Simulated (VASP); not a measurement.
Sr: single point with revPBE

Crystal: Sr.

```
CELL_PARAMETERS angstrom
-2.51872 2.51872 2.51872
2.51872 -2.51872 2.51872
2.51872 2.51872 -2.51872
ATOMIC_POSITIONS crystal
Sr 0.00000 0.00000 0.00000
```

This cell differs from its parent crystal: volume scaled by 1.12.

```yaml
Program: VASP 6.6.1
Task: single point
Functional: revPBE
Potentials_or_basis: VASP PAW PBE potentials, release 64 (Sr_sv)
Cutoff: 520 eV
k_mesh: 10 × 10 × 10
Occupations: fermi-dirac, width 0.1 eV
Spin: no spin polarisation
Dipole_correction: no
Further_INCAR_settings: ALGO = Normal; EDIFF = 1e-06; NBANDS = 11
```

```
Pressure               : -1.0 GPa
Band gap on the k mesh : zero (band 5 reaches 1.39 eV, above the bottom of band 6 at 1.20 eV)
```

Levels at points of the mesh, in eV from the Fermi level:
```
           k point  band 3  band 4  band 5  band 6  band 7  band 8
(0.00, 0.00, 0.00)  -18.86  -18.86   -3.38    2.24    2.24    2.24
(0.50, 0.00, 0.00)  -18.90  -18.86   -0.88    0.05    1.24    3.17
(0.50, 0.50, 0.50)  -18.94  -18.94    0.06    0.06    3.09    3.09
```

Run time: 34 s on 1 thread of AMD EPYC 7R43 64-Core Processor (Zen 3), on a shared host, peak memory 0.15 GiB.

Caveat: the PAW data sets were made with another functional, which shifts forces and pressure a little.
